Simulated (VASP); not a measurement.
# Pb (P6_3/mmc) in VASP: settings compared, part 2 of 2

VASP 6.6.1. The steps go on from the part before.

## (3) Single point, PBE

This run uses another cell than the first one, of 31.78 Å³/atom, 1.066 times its volume.

File INCAR:

```
PREC     = Accurate       # precision mode
ENCUT    = 520            # plane-wave cutoff, eV
EDIFF    = 1E-6           # SCF threshold, eV
ISMEAR   = -1             # smearing method
SIGMA    = 0.05           # smearing width, eV
LREAL    = F              # projectors in reciprocal space
LASPH    = T              # aspherical terms in the spheres
NELM     = 80             # most SCF steps
ALGO     = Normal         # electronic algorithm
ISIF     = 2              # what is computed and relaxed
LWAVE    = F              # write WAVECAR
LCHARG   = F              # write CHGCAR
GGA      = PE             # functional
NBANDS   = 21             # bands
```

File KPOINTS:

```
Automatic mesh
0
Gamma
  9 9 5
```

File POSCAR:

```
Pb
1.0
    3.5067680086      0.0000000000      0.0000000000
   -1.7533840043      3.0369501806      0.0000000000
    0.0000000000      0.0000000000      5.9675065477
Pb
2
Direct
    0.6666666667      0.3333333333      0.7500000000
    0.3333333333      0.6666666667      0.2500000000
```

Potentials or basis: VASP PAW PBE potentials, release 64 (Pb_d).

Started as:

```
cat potpaw_PBE.64/Pb_d/POTCAR > POTCAR
mpirun -np 1 vasp_std > vasp.out
```

OUTCAR:

```text
PREC = Accurate
   ENCUT = 520
   EDIFF = 1E-6
   ISMEAR = -1
   LREAL = F
   LASPH = T
   NELM = 80
   ISIF = 2
   GGA = PE

 ion  position               nearest neighbor table
   1  0.667  0.333  0.750-   2 3.61   2 3.61   2 3.61   2 3.61   2 3.61   2 3.61
   2  0.333  0.667  0.250-   1 3.61   1 3.61   1 3.61   1 3.61   1 3.61   1 3.61

  LATTYP: Found a hexagonal cell.
 ALAT       =     3.5067680086
 C/A-ratio  =     1.7017112432

  Lattice vectors:

 A1 = (   3.5067680086,   0.0000000000,   0.0000000000)
 A2 = (  -1.7533840043,   3.0369501806,   0.0000000000)
 A3 = (   0.0000000000,   0.0000000000,   5.9675065477)

Analysis of symmetry for initial positions (statically):
=====================================================================
 Subroutine PRICEL returns:
 Original cell was already a primitive cell.

 Routine SETGRP: Setting up the symmetry group for a
 hexagonal supercell.

 Subroutine GETGRP returns: Found 24 space group operations
 (whereof 12 operations were pure point group operations)
 out of a pool of 24 trial point group operations.

The static configuration has the point symmetry D_3d.
[... 153 lines left out ...]
 number of electron      27.9999995 magnetization

 Free energy of the ion-electron system (eV)
  ---------------------------------------------------
  ext. energy  EPLUGINS =         0.00000000
  ---------------------------------------------------
  free energy    TOTEN  =        -7.09737207 eV

  energy without entropy =       -7.08337603  energy(sigma->0) =       -7.09037405

 E-fermi :   6.6925     XC(G=0):  -9.9645

 val. band max:        6.6459535758   @ k =   0.2222   0.1111   0.2000
 cond. band min:       6.6951290401   @ k =   0.3333   0.2222   0.0000
 fundamental gap:      0.0491754643
 Fermi energy:         6.6925265569

 k-point     1 :       0.0000    0.0000    0.0000
  band No.  band energies     occupation
      1     -10.3098      2.00000
      2     -10.3070      2.00000
      3     -10.2811      2.00000
      4     -10.2811      2.00000
      5     -10.2661      2.00000
      6     -10.2661      2.00000
[... 565 lines left out ...]
     20      17.9314      0.00000
     21      17.9314      0.00000

 [... further k-points ...]
[... 5 lines left out ...]
  --------------------------------------------------------------------------------------
  -------------------------------------------------------------------------------------
  Total       -0.0225059     -0.0225059     -0.0368544      0.0000000      0.0000000      0.0000000
  in kB       -0.5673731     -0.5673731     -0.9290987      0.0000000      0.0000000      0.0000000
  external PRESSURE =      -0.6879483 kB  Pullay stress =       0.0000000 kB

 VOLUME and BASIS-vectors are now :
 -----------------------------------------------------------------------------
  energy-cutoff  :      520.00
  volume of cell :       63.55
      direct lattice vectors                 reciprocal lattice vectors
     3.506768009  0.000000000  0.000000000     0.285162862  0.164638855  0.000000000
    -1.753384004  3.036950181  0.000000000     0.000000000  0.329277710  0.000000000
     0.000000000  0.000000000  5.967506548     0.000000000  0.000000000  0.167574177

 POSITION                                       TOTAL-FORCE (eV/Angst)
 -----------------------------------------------------------------------------------
      1.75338      1.01232      4.47563         0.000000      0.000000      0.000000
     -0.00000      2.02463      1.49188        -0.000000      0.000000      0.000000
 -----------------------------------------------------------------------------------
    total drift:                               -0.000000      0.000000      0.000000

  FREE ENERGIE OF THE ION-ELECTRON SYSTEM (eV)
  ---------------------------------------------------
  free  energy   TOTEN  =        -7.0973720672 eV

  energy  without entropy=       -7.0833760327  energy(sigma->0) =       -7.09037405
```

OSZICAR:

```text
N       E                     dE             d eps       ncg     rms          rms(c)
DAV:   1     0.294940188774E+03    0.29494E+03   -0.14279E+04  1512   0.161E+03
DAV:   2     0.142953512847E+02   -0.28064E+03   -0.27417E+03  1527   0.401E+02
DAV:   3    -0.643559810753E+01   -0.20731E+02   -0.20489E+02  1853   0.135E+02
DAV:   4    -0.708513153163E+01   -0.64953E+00   -0.64916E+00  1816   0.276E+01
DAV:   5    -0.711816944215E+01   -0.33038E-01   -0.33037E-01  2075   0.572E+00    0.695E-01
DAV:   6    -0.710135607482E+01    0.16813E-01   -0.38076E-02  2000   0.244E+00    0.357E-01
DAV:   7    -0.709742056371E+01    0.39355E-02   -0.14528E-02  2049   0.157E+00    0.132E-01
DAV:   8    -0.709739633489E+01    0.24229E-04   -0.12495E-03  2001   0.499E-01    0.236E-02
DAV:   9    -0.709737279450E+01    0.23540E-04   -0.56961E-05  1964   0.116E-01    0.822E-03
DAV:  10    -0.709737206721E+01    0.72729E-06   -0.51282E-06  1610   0.228E-02
   1 F= -.70973721E+01 E0= -.70903740E+01  d E =-.139960E-01
```

Wall time 34 s (1 thread of Intel Xeon Platinum 8259CL at 2.50GHz (Skylake/Cascade Lake), shared host); peak memory 0.19 GiB.

Results:

| Quantity | Value |
| --- | --- |
| Free energy | -7.0974 eV |
| Pressure | -0.1 GPa |
| Band gap on the k mesh | zero (band 14 reaches 12.52 eV, above the bottom of band 15 at 4.97 eV) |

Caveat: spin-orbit coupling is left out, which moves the levels of the heavy elements.

## (4) Single point, revPBE

This run uses another cell than the first one, of 32.68 Å³/atom, 1.096 times its volume.

File INCAR:

```
SYSTEM = Pb
PREC     = Accurate       ! precision mode
ENCUT    = 520            ! plane-wave cutoff, eV
EDIFF    = 1E-7           ! SCF threshold, eV
ISMEAR   = -1             ! smearing method
SIGMA    = 0.05           ! smearing width, eV
LREAL    = .FALSE.        ! projectors in reciprocal space
LASPH    = .TRUE.         ! aspherical terms in the spheres
NELM     = 80             ! most SCF steps
ALGO     = Normal         ! electronic algorithm
ISIF     = 2              ! what is computed and relaxed
LWAVE    = .FALSE.        ! write WAVECAR
LCHARG   = .TRUE.         ! write CHGCAR
GGA      = RE             ! functional
LELF     = .TRUE.         ! ELF
LVHAR    = .TRUE.       
NBANDS   = 21             ! bands
```

File KPOINTS:

```
Automatic mesh
0
G
  9 9 5
  0 0 0
```

File POSCAR:

```
Pb
1.0
    3.5441426167      0.0000000000      0.0000000000
   -1.7720713083      3.0693175407      0.0000000000
    0.0000000000      0.0000000000      6.0091646919
Pb
2
Direct
    0.6666666667      0.3333333333      0.7500000000
    0.3333333333      0.6666666667      0.2500000000
```

Started as:

```
cat potpaw_PBE.64/Pb_d/POTCAR > POTCAR
mpirun -np 1 vasp_std > vasp.out
```

It took 43 s on 1 thread of Intel Xeon Platinum 8259CL at 2.50GHz (Skylake/Cascade Lake), shared host; peak memory 0.19 GiB.

The run converged. Its results:

| Property | Result |
| --- | --- |
| Free energy | -6.4561 eV |
| Pressure | 0.0 GPa |
| Band gap on the k mesh | zero (band 14 reaches 12.13 eV, above the bottom of band 15 at 4.84 eV) |

Levels at points of the mesh, in eV from the Fermi level:
| k point | band 12 | band 13 | band 14 | band 15 | band 16 | band 17 |
| --- | --- | --- | --- | --- | --- | --- |
| (0.00, 0.00, 0.00) | -8.29 | -3.84 | 5.63 | 5.63 | 6.40 | 7.12 |

Caveat: the PAW data sets were made with another functional, which shifts forces and pressure a little; spin-orbit coupling is left out, which moves the levels of the heavy elements.

## (5) Single point, RPBE

This run uses another cell than the first one, of 33.10 Å³/atom, 1.110 times its volume.

File INCAR:

```
ALGO     = Fast           # electronic algorithm
EDIFF    = 1E-7           # SCF threshold, eV
ENCUT    = 520            # plane-wave cutoff, eV
GGA      = RP             # functional
ISIF     = 2              # what is computed and relaxed
ISMEAR   = -1             # smearing method
LASPH    = True           # aspherical terms in the spheres
LCHARG   = False          # write CHGCAR
LREAL    = False          # projectors in reciprocal space
LWAVE    = False          # write WAVECAR
NBANDS   = 21             # bands
NELM     = 60             # most SCF steps
PREC     = Accurate       # precision mode
SIGMA    = 0.05           # smearing width, eV
```

File KPOINTS:

```
k-points
0
Gamma
  9 9 5
```

File POSCAR:

```
Pb
1.0
    3.5621219738      0.0000000000      0.0000000000
   -1.7810609869      3.0848881207      0.0000000000
    0.0000000000      0.0000000000      6.0239959738
Pb
2
Direct
    0.6666666667      0.3333333333      0.7500000000
    0.3333333333      0.6666666667      0.2500000000
```

Potentials or basis: VASP PAW PBE potentials, release 64 (Pb_d).

Started as:

```
cat potpaw_PBE.64/Pb_d/POTCAR > POTCAR
mpirun -np 1 vasp_std > vasp.out
```

OUTCAR:

```text
EDIFF = 1E-7
   ENCUT = 520
   GGA = RP
   ISIF = 2
   ISMEAR = -1
   LASPH = True
   LREAL = False
   NELM = 60
   PREC = Accurate

 ion  position               nearest neighbor table
   1  0.667  0.333  0.750-   2 3.65   2 3.65   2 3.65   2 3.65   2 3.65   2 3.65
   2  0.333  0.667  0.250-   1 3.65   1 3.65   1 3.65   1 3.65   1 3.65   1 3.65

  LATTYP: Found a hexagonal cell.
 ALAT       =     3.5621219738
 C/A-ratio  =     1.6911256880

  Lattice vectors:

 A1 = (   3.5621219738,   0.0000000000,   0.0000000000)
 A2 = (  -1.7810609869,   3.0848881207,   0.0000000000)
 A3 = (   0.0000000000,   0.0000000000,   6.0239959738)

Analysis of symmetry for initial positions (statically):
=====================================================================
 Subroutine PRICEL returns:
 Original cell was already a primitive cell.

 Routine SETGRP: Setting up the symmetry group for a
 hexagonal supercell.

 Subroutine GETGRP returns: Found 24 space group operations
 (whereof 12 operations were pure point group operations)
 out of a pool of 24 trial point group operations.

The static configuration has the point symmetry D_3d.
 The point group associated with its full space group is D_6h.

Analysis of symmetry for dynamics (positions and initial velocities):
=====================================================================
 Subroutine PRICEL returns:
 Original cell was already a primitive cell.

 Routine SETGRP: Setting up the symmetry group for a
 hexagonal supercell.

 Subroutine GETGRP returns: Found 24 space group operations
 (whereof 12 operations were pure point group operations)
 out of a pool of 24 trial point group operations.

The dynamic configuration has the point symmetry D_3d.
 The point group associated with its full space group is D_6h.

 Subroutine INISYM returns: Found 24 space group operations
 (whereof 12 operations are pure point group operations),
 and found     1 'primitive' translations

----------------------------------------------------------------------------------------

                                     Primitive cell

  volume of cell :      66.1962

  direct lattice vectors                    reciprocal lattice vectors
     3.562121974  0.000000000  0.000000000     0.280731544  0.162080432  0.000000000
    -1.781060987  3.084888121  0.000000000     0.000000000  0.324160864  0.000000000
     0.000000000  0.000000000  6.023995974     0.000000000  0.000000000  0.166002767

  length of vectors
     3.562121974  3.562121974  6.023995974     0.324160864  0.324160864  0.166002767

  position of ions in fractional coordinates (direct lattice)
     0.666666667  0.333333333  0.750000000
     0.333333333  0.666666667  0.250000000

  ion indices of the primitive-cell ions
   primitive index   ion index
                 1           1
                 2           2

----------------------------------------------------------------------------------------

 KPOINTS: k-points

Automatic generation of k-mesh.
 Grid dimensions read from file:
 generate k-points for:    9    9    5

 Generating k-lattice:

  Cartesian coordinates                     Fractional coordinates (reciprocal lattice)
     0.031192394  0.018008937  0.000000000     0.111111111  0.000000000  0.000000000
     0.000000000  0.036017874  0.000000000     0.000000000  0.111111111  0.000000000
     0.000000000  0.000000000  0.033200553     0.000000000  0.000000000  0.200000000

  Length of vectors
     0.036017874  0.036017874  0.033200553

  Shift w.r.t. Gamma in fractional coordinates (k-lattice)
     0.000000000  0.000000000  0.000000000

 Subroutine IBZKPT returns following result:
 ===========================================

 Found     36 irreducible k-points:

 Following reciprocal coordinates:
            Coordinates               Weight
  0.000000  0.000000  0.000000      1.000000
  0.111111  0.000000  0.000000      6.000000
  0.222222  0.000000  0.000000      6.000000
  0.333333  0.000000  0.000000      6.000000
  0.444444  0.000000  0.000000      6.000000
  0.111111  0.111111  0.000000      6.000000
[... 16 lines left out ...]
  0.333333  0.222222  0.200000     24.000000
  0.333333  0.333333  0.200000      4.000000
 [... further k-points ...]
   k-points           NKPTS =     36   k-points in BZ     NKDIM =     36   number of bands    NBANDS=     21
   number of dos      NEDOS =    301   number of ions     NIONS =      2
   total plane-waves  NPLWV =  37632
   dimension x,y,z NGX =    28 NGY =   28 NGZ =   48
   dimension x,y,z NGXF=    56 NGYF=   56 NGZF=   96
   ions per type =               2
   NGX,Y,Z   is equivalent  to a cutoff of  13.07, 13.07, 13.25 a.u.
   NGXF,Y,Z  is equivalent  to a cutoff of  26.14, 26.14, 26.49 a.u.
 SYSTEM =  unknown system
   PREC   = accura    normal or accurate (medium, high low for compatibility)
   ISTART =      0    job   : 0-new  1-cont  2-samecut
   ICHARG =      2    charge: 1-file 2-atom 10-const
   ISPIN  =      1    spin polarized calculation?
   LNONCOLLINEAR =      F non collinear calculations
   LSORBIT =      F    spin-orbit coupling
   LASPH  =      T    aspherical Exc in radial PAW
   ENCUT  =  520.0 eV  38.22 Ry    6.18 a.u.   6.62  6.62 11.20*2*pi/ulx,y,z
   NELM   =     60;   NELMIN=  2; NELMDL= -5     # of ELM steps
   EDIFF  = 0.1E-06   stopping-criterion for ELM
   LREAL  =      F    real-space projection
   EDIFFG = 0.1E-05   stopping-criterion for IOM
   NSW    =      0    number of steps for IOM
   IBRION =     -1    ionic relax: 0-MD 1-quasi-New 2-CG
   NFREE  =      0    steps in history (QN), initial steepest desc. (CG)
   ISIF   =      2    stress and relaxation
   ISYM   =      2    0-nonsym 1-usesym 2-fastsym
   POTIM  = 0.5000    time-step for ionic-motion
   TEBEG  =    0.0;   TEEND  =   0.0 temperature during run
   PSTRESS=    0.0 pullay stress
   NELECT =      28.0000    total number of electrons
   NUPDOWN=      -1.0000    fix difference up-down
   EMIN   =  10.00;   EMAX   =-10.00  energy-range for DOS
   EFERMI =   0.00;   METHOD = LEGACY
   ISMEAR =    -1;   SIGMA  =   0.05  broadening in eV -4-tet -1-fermi 0-gaus
   EFERMI_NEDOS =   21; number of points for ismear=-14 and -15
   IALGO  =     68    algorithm
   IMIX   =      4    mixing-type and parameters
     AMIX     =   0.40;   BMIX     =  1.00
     AMIX_MAG =   1.60;   BMIX_MAG =  1.00
  volume/ion in A,a.u.               =      33.10       223.36
  Fermi-wavevector in a.u.,A,eV,Ry     =   1.228900  2.322284 20.547454  1.510195
  Thomas-Fermi vector in A             =   2.363808
   LORBIT       =      0    0 simple, 1 ext, 2 COOP (PROOUT), +10 PAW based schemes
   GGA     = RP    functional components
   LHFCALC =     F    Hartree Fock is set to
   AEXX    =    0.0000 exact exchange contribution
   IVDW    =     0    specifies the selected vdW correction
   LEPSILON=     F    determine dielectric tensor
   LRPA    =     F    only Hartree local field effects (RPA)
 non-spin polarized calculation
 RMM-DIIS sequential band-by-band and
  energy-cutoff  :      520.00
  volume of cell :       66.20
 maximum number of plane-waves:      1816
 NGX is ok and might be reduce to    28
   NGX = 13   NGY = 13   NGZ = 23

 number of electron      28.0000005 magnetization

 Free energy of the ion-electron system (eV)
  ---------------------------------------------------
  ext. energy  EPLUGINS =         0.00000000
  ---------------------------------------------------
  free energy    TOTEN  =        -6.32675867 eV

  energy without entropy =       -6.30999240  energy(sigma->0) =       -6.31837554

 E-fermi :   6.4090     XC(G=0):  -9.6714

 val. band max:        6.3594108267   @ k =   0.3333   0.1111   0.2000
 cond. band min:       6.4298878285   @ k =   0.3333   0.2222   0.0000
 fundamental gap:      0.0704770018
 Fermi energy:         6.4090264851

 k-point     1 :       0.0000    0.0000    0.0000
  band No.  band energies     occupation
      1     -10.6468      2.00000
      2     -10.6463      2.00000
      3     -10.6238      2.00000
      4     -10.6238      2.00000
      5     -10.6106      2.00000
      6     -10.6106      2.00000
[... 13 lines left out ...]
     20      15.4987      0.00000
     21      16.8482      0.00000

 k-point     2 :       0.1111    0.0000    0.0000
  band No.  band energies     occupation
      1     -10.6555      2.00000
      2     -10.6332      2.00000
      3     -10.6170      2.00000
      4     -10.5997      2.00000
      5     -10.5990      2.00000
      6     -10.5872      2.00000
[... 520 lines left out ...]
 k-point    24 :       0.3333    0.3333    0.2000
  band No.  band energies     occupation
      1     -10.6561      2.00000
      2     -10.6106      2.00000
      3     -10.6106      2.00000
      4     -10.5398      2.00000
      5     -10.5398      2.00000
      6     -10.5372      2.00000
[... 13 lines left out ...]
     20      17.4051      0.00000
     21      17.4051      0.00000

 [... further k-points ...]
[... 5 lines left out ...]
  --------------------------------------------------------------------------------------
  -------------------------------------------------------------------------------------
  Total       -0.0114871     -0.0114871     -0.0144705      0.0000000     -0.0000000     -0.0000000
  in kB       -0.2780269     -0.2780269     -0.3502358      0.0000000     -0.0000000     -0.0000000
  external PRESSURE =      -0.3020965 kB  Pullay stress =       0.0000000 kB

 VOLUME and BASIS-vectors are now :
 -----------------------------------------------------------------------------
  energy-cutoff  :      520.00
  volume of cell :       66.20
      direct lattice vectors                 reciprocal lattice vectors
     3.562121974  0.000000000  0.000000000     0.280731544  0.162080432  0.000000000
    -1.781060987  3.084888121  0.000000000     0.000000000  0.324160864  0.000000000
     0.000000000  0.000000000  6.023995974     0.000000000  0.000000000  0.166002767

 POSITION                                       TOTAL-FORCE (eV/Angst)
 -----------------------------------------------------------------------------------
      1.78106      1.02830      4.51800         0.000000      0.000000      0.000000
     -0.00000      2.05659      1.50600        -0.000000      0.000000      0.000000
 -----------------------------------------------------------------------------------
    total drift:                               -0.000000      0.000000      0.000000

  FREE ENERGIE OF THE ION-ELECTRON SYSTEM (eV)
  ---------------------------------------------------
  free  energy   TOTEN  =        -6.3267586738 eV

  energy  without entropy=       -6.3099923988  energy(sigma->0) =       -6.31837554
```

Wall time 56 s (1 thread of Intel Xeon Platinum 8259CL at 2.50GHz (Skylake/Cascade Lake), shared host); peak memory 0.2 GiB.

What came out:

```yaml
Free_energy: -6.3268 eV
Pressure: 0.0 GPa
Band_gap_on_the_k_mesh: zero (band 14 reaches 11.94 eV, above the bottom of band 15 at 4.78 eV)
```

Caveat: the PAW data sets were made with another functional, which shifts forces and pressure a little; spin-orbit coupling is left out, which moves the levels of the heavy elements.

## (6) Overview

```csv
level,cell,gap on the mesh (eV),pressure (GPa)
PBEsol,"a = 3.431, b = 3.431, c = 5.847 Å, angles 90.0, 90.0, 120.0°, 2 atoms",none,-0.1
PBE,"a = 3.507, b = 3.507, c = 5.968 Å, angles 90.0, 90.0, 120.0°, 2 atoms",none,-0.1
revPBE,"a = 3.544, b = 3.544, c = 6.009 Å, angles 90.0, 90.0, 120.0°, 2 atoms",none,0.0
RPBE,"a = 3.562, b = 3.562, c = 6.024 Å, angles 90.0, 90.0, 120.0°, 2 atoms",none,0.0
```

Alike in all rows: task single point; potentials or basis VASP PAW PBE potentials, release 64 (Pb_d); no spin polarisation; k mesh 9 × 9 × 5; cutoff (eV) 520; smearing fermi-dirac 0.05 eV.

Caveats: spin-orbit coupling is left out, which moves the levels of the heavy elements; the PAW data sets were made with another functional, which shifts forces and pressure a little (some runs).

Total energies depend on the potentials used, so only differences within one code and one set of settings carry meaning.
